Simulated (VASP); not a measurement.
Runs of VASP 6.6.1 on Pt. The structure is that of space group Fm-3m (No. 225), or close to it. The cells are those of the table. 

```csv
cell,k mesh,smearing,gap on the mesh (eV),pressure (GPa)
"a = 2.729 Å, angles 60.0°, 1 atom",18 × 18 × 18,gaussian 0.1 eV,none,20.9
"a = 2.773 Å, angles 60.0°, 1 atom",8 × 8 × 8,gaussian 0.1 eV,none,4.0
"a = 2.786 Å, angles 60.0°, 1 atom",18 × 18 × 18,gaussian 0.1 eV,none,0.7
"a = 2.786 Å, angles 60.0, 60.0, 90.0°, 1 atom",12 × 12 × 17,gaussian 0.1 eV,none,(b)
"a = 2.789 Å, angles 60.0°, 1 atom",20 × 20 × 20,fermi-dirac 0.15 eV,none,0.7
"a = 2.841 Å, angles 60.0°, 1 atom",18 × 18 × 18,gaussian 0.1 eV,none,-13.0
"a = 2.478 Å, angles 60.0°, 1 atom",20 × 20 × 20,fermi-dirac 0.1 eV,none,(a)
```

Alike in all rows: task single point; level r2SCAN; potentials or basis VASP PAW PBE potentials, release 64 (Pt); no spin polarisation; cutoff (eV) 520.

Estimate the missing entries.

(a) 247.8; (b) 0.8.

Caveats: the PAW data sets were made with another functional, which shifts forces and pressure a little; spin-orbit coupling is left out, which moves the levels of the heavy elements.

A k mesh can miss the band edges, and the runs leave out spin-orbit coupling on Pt.

A gap of «none» marks levels without a gap at the run's occupations.
